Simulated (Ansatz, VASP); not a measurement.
**SnO: VASP beside Ansatz**

```
Sn O
1.0
     3.79860    0.00000    0.00000
     0.00000    3.79860    0.00000
     0.00000    0.00000    4.84080
Sn O
2 2
Cartesian
  1.8993 0.0000 1.1717
  0.0000 1.8993 3.6691
  0.0000 0.0000 0.0000
  1.8993 1.8993 0.0000
```

Alike in both runs: functional PBE; k mesh 5 × 5 × 4; occupations fermi-dirac, width 0.02 eV; no spin polarisation.

Ansatz relaxed the structure, and its values are those at the end. VASP's run is a single point on that final structure, the one shown.

```csv
,VASP,Ansatz
version,VASP 6.6.1,Ansatz 0.2.0
potentials or method,"VASP PAW PBE potentials, release 64 (Sn_d, O_h)","plane-wave PAW, scalar-relativistic"
plane-wave cutoff (eV),910,420
valence electrons in the cell,40,40
```

Ansatz gave:

* rms of the force components (eV/Å): 0.003

Problem. Which values does VASP return?

Solution. rms of the force components (eV/Å): 0.033.

With one functional, cell and mesh, what is left measures potentials, basis and numerics. Ansatz's warnings: stress scf threshold loose.

Noted on VASP's run: the cutoff is short for stress, so the pressure is rough.
